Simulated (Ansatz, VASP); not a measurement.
## One calculation of Rh, two programs

```
Rh
1.0
     3.53938    0.00000    0.00000
     0.00000    3.53938    0.00000
     0.00000    0.00000    3.53938
Rh
3
Direct
  0.50000 0.00000 0.00000
  0.00000 0.50000 0.00000
  0.00000 0.00000 0.50000
```

Alike in both runs: task relaxation of cell and atoms; functional PBE; k mesh 6 × 6 × 6; occupations gaussian, width 0.1 eV; no spin polarisation.

|  | VASP | Ansatz |
| --- | --- | --- |
| version | VASP 6.6.1 | Ansatz 0.2.0 |
| potentials or method | VASP PAW PBE potentials, release 64 (Rh_pv), cutoff 500 eV | scalar-relativistic, plane waves, PAW |
| valence electrons in the cell | 45 | 51 |

```tsv
	VASP	Ansatz	Ansatz less VASP
gap on the k mesh at the Fermi level, each at its own relaxed structure (eV)	none	none	-
relaxed volume (Å³/atom)	16.73	16.73	+0.003
relaxed cell length with the largest relative difference (Å)	3.689	3.689	+0.0002
```

A gap of «none» marks a metal or a gap that the smearing closes. VASP's potentials hold 45 valence electrons a cell and Ansatz's 51, so a difference there can come from the potentials and not from the codes.
